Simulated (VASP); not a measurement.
The system is GaSb.

```xyz
2
Lattice="0.0000 3.0993 3.0993 3.0993 0.0000 3.0993 3.0993 3.0993 0.0000" Properties=species:S:1:pos:R:3 pbc="T T T"
Sb    4.6489    4.6489    4.6489
Ga    0.0000    0.0000    0.0000
```

Base run:

| Property | Result |
| --- | --- |
| Program | VASP 6.6.1 |
| Functional | r2SCAN |
| Potentials or basis | VASP PAW PBE potentials, release 64 (Sb, Ga_d) |
| Cutoff | 520 eV |
| k mesh | 8 × 8 × 8 |
| Occupations | fermi-dirac, width 0.05 eV |
| Spin | no spin polarisation |

Its results: band gap on the k mesh 0.16 eV, direct; pressure -1.5 GPa.

Question: The run is repeated on the same cell with these changes: functional from r2SCAN to PBEsol. What comes out?

Answer: Band gap on the k mesh zero (filled and empty bands touch); pressure -1.9 GPa.

r2SCAN gives the wider gap, since meta-GGAs in the generalised Kohn-Sham scheme recover part of the derivative discontinuity.

Caveats: the PAW data sets were made with another functional, which shifts forces and pressure a little; spin-orbit coupling is left out, which moves the levels of the heavy elements.

A k mesh can miss the band edges.
